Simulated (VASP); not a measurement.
# ScAl3 (Pm-3m) in VASP: single point with r2SCAN

Aim: the single point of ScAl3 with r2SCAN.

Program: VASP 6.6.1. These are calculated values, not measurements. Logs are shortened: lines on timing, memory, paths and dates and some standing lists are left out, and cuts for length are marked.

### Step 1. The cell of the first run

The structure is cubic, space group Pm-3m (No. 221). The conventional cell has a = 4.139 Å, b = 4.139 Å, c = 4.139 Å, α = 90.00°, β = 90.00°, γ = 90.00°. Within 3.9 Å of Sc (site symmetry m-3m) lie 12 Al at 2.93 Å. Al (site symmetry 4/mmm) has 4 Sc at 2.93 Å and 8 Al at 2.93 Å within 3.9 Å.

### Step 2. Single point, r2SCAN (17.73 Å³/atom)

POSCAR

```
ScAl3
1.0
    4.1391043021      0.0000000000      0.0000000000
    0.0000000000      4.1391043021      0.0000000000
    0.0000000000      0.0000000000      4.1391043021
Sc Al
1 3
Direct
    0.0000000000      0.0000000000      0.0000000000
    0.5000000000      0.0000000000      0.5000000000
    0.0000000000      0.5000000000      0.5000000000
    0.5000000000      0.5000000000      0.0000000000
```

INCAR.step1

```
SYSTEM = ScAl3
PREC = Accurate
ENCUT = 520
ISMEAR = 0
SIGMA = 0.05
LREAL = .False.
LASPH = .True.
NELM = 100
NBANDS = 18
GGA = PE
ALGO = Normal
EDIFF = 1E-4
LWAVE = .True.
LCHARG = .False.
```

INCAR.step2

```
SYSTEM = ScAl3
PREC = Accurate
ENCUT = 520
EDIFF = 1E-6
ISMEAR = 0
SIGMA = 0.05
LREAL = .False.
LASPH = .True.
NELM = 100
ALGO = Normal
ISIF = 2
LWAVE = .False.
LCHARG = .False.
METAGGA = R2SCAN
LMIXTAU = .True.
NBANDS = 18
ISTART = 1
```

KPOINTS

```
Automatic mesh
0
Gamma
  10 10 10
  0 0 0
```

Potentials or basis: VASP PAW PBE potentials, release 64 (Sc_sv, Al).

Command:

```sh
> cat potpaw_PBE.64/Sc_sv/POTCAR potpaw_PBE.64/Al/POTCAR > POTCAR
> cp INCAR.step1 INCAR
> mpirun -np 1 vasp_std > vasp.out
> cp INCAR.step2 INCAR
> mpirun -np 1 vasp_std > vasp.out
```

OUTCAR:

```text
SYSTEM = ScAl3
   PREC = Accurate
   ENCUT = 520
   EDIFF = 1E-6
   ISMEAR = 0
   LREAL = .False.
   LASPH = .True.
   NELM = 100
   ISIF = 2
   METAGGA = R2SCAN
   ISTART = 1

 ion  position               nearest neighbor table
   1  0.000  0.000  0.000-   2 2.93   3 2.93   4 2.93   2 2.93   3 2.93   3 2.93   4 2.93   3 2.93
                             2 2.93   4 2.93   2 2.93   4 2.93
   2  0.500  0.000  0.500-   1 2.93   3 2.93   4 2.93   1 2.93   4 2.93   3 2.93   4 2.93   4 2.93
                             1 2.93   3 2.93   1 2.93   3 2.93
   3  0.000  0.500  0.500-   1 2.93   2 2.93   4 2.93   1 2.93   4 2.93   1 2.93   2 2.93   1 2.93
                             2 2.93   4 2.93   4 2.93   2 2.93
   4  0.500  0.500  0.000-   1 2.93   2 2.93   3 2.93   2 2.93   3 2.93   1 2.93   2 2.93   2 2.93
                             1 2.93   3 2.93   3 2.93   1 2.93

  LATTYP: Found a simple cubic cell.
 ALAT       =     4.1391043021

  Lattice vectors:

 A1 = (   4.1391043021,   0.0000000000,   0.0000000000)
 A2 = (   0.0000000000,   4.1391043021,   0.0000000000)
 A3 = (   0.0000000000,   0.0000000000,   4.1391043021)

Analysis of symmetry for initial positions (statically):
=====================================================================
 Subroutine PRICEL returns:
 Original cell was already a primitive cell.

 Routine SETGRP: Setting up the symmetry group for a
 simple cubic supercell.

 Subroutine GETGRP returns: Found 48 space group operations
 (whereof 48 operations were pure point group operations)
 out of a pool of 48 trial point group operations.

The static configuration has the point symmetry O_h .

Analysis of symmetry for dynamics (positions and initial velocities):
=====================================================================
 Subroutine PRICEL returns:
 Original cell was already a primitive cell.

 Routine SETGRP: Setting up the symmetry group for a
 simple cubic supercell.

 Subroutine GETGRP returns: Found 48 space group operations
 (whereof 48 operations were pure point group operations)
 out of a pool of 48 trial point group operations.

The dynamic configuration has the point symmetry O_h .

 Subroutine INISYM returns: Found 48 space group operations
 (whereof 48 operations are pure point group operations),
 and found     1 'primitive' translations

----------------------------------------------------------------------------------------

                                     Primitive cell

[... 95 lines left out ...]
   LREAL  =      F    real-space projection
   EDIFFG = 0.1E-04   stopping-criterion for IOM
   NSW    =      0    number of steps for IOM
   IBRION =     -1    ionic relax: 0-MD 1-quasi-New 2-CG
   NFREE  =      0    steps in history (QN), initial steepest desc. (CG)
   ISIF   =      2    stress and relaxation
   ISYM   =      2    0-nonsym 1-usesym 2-fastsym
   POTIM  = 0.5000    time-step for ionic-motion
   TEBEG  =    0.0;   TEEND  =   0.0 temperature during run
   PSTRESS=    0.0 pullay stress
   NELECT =      20.0000    total number of electrons
   NUPDOWN=      -1.0000    fix difference up-down
   EMIN   =  10.00;   EMAX   =-10.00  energy-range for DOS
   EFERMI =   0.00;   METHOD = LEGACY
   ISMEAR =     0;   SIGMA  =   0.05  broadening in eV -4-tet -1-fermi 0-gaus
   EFERMI_NEDOS =   21; number of points for ismear=-14 and -15
   IALGO  =     38    algorithm
   IMIX   =      4    mixing-type and parameters
     AMIX     =   0.40;   BMIX     =  1.00
     AMIX_MAG =   1.60;   BMIX_MAG =  1.00
  volume/ion in A,a.u.               =      17.73       119.63
  Fermi-wavevector in a.u.,A,eV,Ry     =   1.073606  2.028822 15.682495  1.152631
  Thomas-Fermi vector in A             =   2.209411
   LORBIT       =      0    0 simple, 1 ext, 2 COOP (PROOUT), +10 PAW based schemes
   METAGGA = R2SCAN    functional components
   LHFCALC =     F    Hartree Fock is set to
   AEXX    =    0.0000 exact exchange contribution
   IVDW    =     0    specifies the selected vdW correction
   LEPSILON=     F    determine dielectric tensor
   LRPA    =     F    only Hartree local field effects (RPA)
 non-spin polarized calculation
 Gauss-broadening in eV      SIGMA  =   0.05
  energy-cutoff  :      520.00
  volume of cell :       70.91
 maximum number of plane-waves:      1935
 NGX is ok and might be reduce to    32
   NGX = 15   NGY = 15   NGZ = 15

 number of electron      19.9999993 magnetization

 Free energy of the ion-electron system (eV)
  ---------------------------------------------------
  ext. energy  EPLUGINS =         0.00000000
  ---------------------------------------------------
  free energy    TOTEN  =       -33.47952705 eV

  energy without entropy =      -33.47811334  energy(sigma->0) =      -33.47882019

 E-fermi :   6.9926     XC(G=0): -10.9694

 val. band max:        6.9449396144   @ k =   0.3000   0.3000   0.0000
 cond. band min:       7.0004376198   @ k =   0.4000   0.1000   0.1000
 fundamental gap:      0.0554980054
 Fermi energy:         6.9926261684

 k-point     1 :       0.0000    0.0000    0.0000
  band No.  band energies     occupation
      1     -44.2342      2.00000
      2     -21.9582      2.00000
      3     -21.9582      2.00000
      4     -21.9582      2.00000
      5      -3.4658      2.00000
      6       4.3088      2.00000
[... 481 lines left out ...]
      5      -2.4505      2.00000
      6       1.1780      2.00000
[... 10 lines left out ...]
     17      11.9019      0.00000
     18      12.7247      0.00000

 [... further k-points ...]

------------------------ aborting loop because EDIFF is reached ----------------------------------------

  FORCE on cell =-STRESS in cart. coord.  units (eV):
  Direction    XX          YY          ZZ          XY          YZ          ZX
  --------------------------------------------------------------------------------------
  -------------------------------------------------------------------------------------
  Total       -1.5129786     -1.5129786     -1.5129786     -0.0000000      0.0000000     -0.0000000
  in kB      -34.1841084    -34.1841084    -34.1841084     -0.0000000      0.0000000     -0.0000000
  external PRESSURE =     -34.1841084 kB  Pullay stress =       0.0000000 kB

 VOLUME and BASIS-vectors are now :
 -----------------------------------------------------------------------------
  energy-cutoff  :      520.00
  volume of cell :       70.91
      direct lattice vectors                 reciprocal lattice vectors
     4.139104302  0.000000000  0.000000000     0.241598164  0.000000000  0.000000000
     0.000000000  4.139104302  0.000000000     0.000000000  0.241598164  0.000000000
     0.000000000  0.000000000  4.139104302     0.000000000  0.000000000  0.241598164

 POSITION                                       TOTAL-FORCE (eV/Angst)
 -----------------------------------------------------------------------------------
      0.00000      0.00000      0.00000         0.000000      0.000000      0.000000
      2.06955      0.00000      2.06955         0.000000      0.000000      0.000000
      0.00000      2.06955      2.06955         0.000000      0.000000      0.000000
      2.06955      2.06955      0.00000         0.000000      0.000000      0.000000
 -----------------------------------------------------------------------------------
    total drift:                               -0.000000      0.000000      0.000000

  FREE ENERGIE OF THE ION-ELECTRON SYSTEM (eV)
  ---------------------------------------------------
  free  energy   TOTEN  =       -33.4795270460 eV

  energy  without entropy=      -33.4781133408  energy(sigma->0) =      -33.47882019
```

OUTCAR.step1:

```text
SYSTEM = ScAl3
   PREC = Accurate
   ENCUT = 520
   ISMEAR = 0
   LREAL = .False.
   LASPH = .True.
[... 737 lines left out ...]
      2.06955      0.00000      2.06955         0.000000      0.000000      0.000000
      0.00000      2.06955      2.06955         0.000000      0.000000      0.000000
      2.06955      2.06955      0.00000         0.000000      0.000000      0.000000
 -----------------------------------------------------------------------------------
    total drift:                                0.000000      0.000000      0.000000

  FREE ENERGIE OF THE ION-ELECTRON SYSTEM (eV)
  ---------------------------------------------------
  free  energy   TOTEN  =       -19.2874942496 eV

  energy  without entropy=      -19.2858012818  energy(sigma->0) =      -19.28664777
```

Wall time 3 min (1 thread of Intel Xeon Platinum 8259CL at 2.50GHz (Skylake/Cascade Lake), shared host); peak memory 0.22 GiB.

What came out:

```
Free energy            : -33.4795 eV
Pressure               : -3.4 GPa
Band gap on the k mesh : zero (bands 10 and 11 overlap by 4.16 eV)
```

Caveat: the cell stands under tension; the PAW data sets were made with another functional, which shifts forces and pressure a little.

The gap in the log of VASP goes by the Fermi energy; the results here count the filled bands.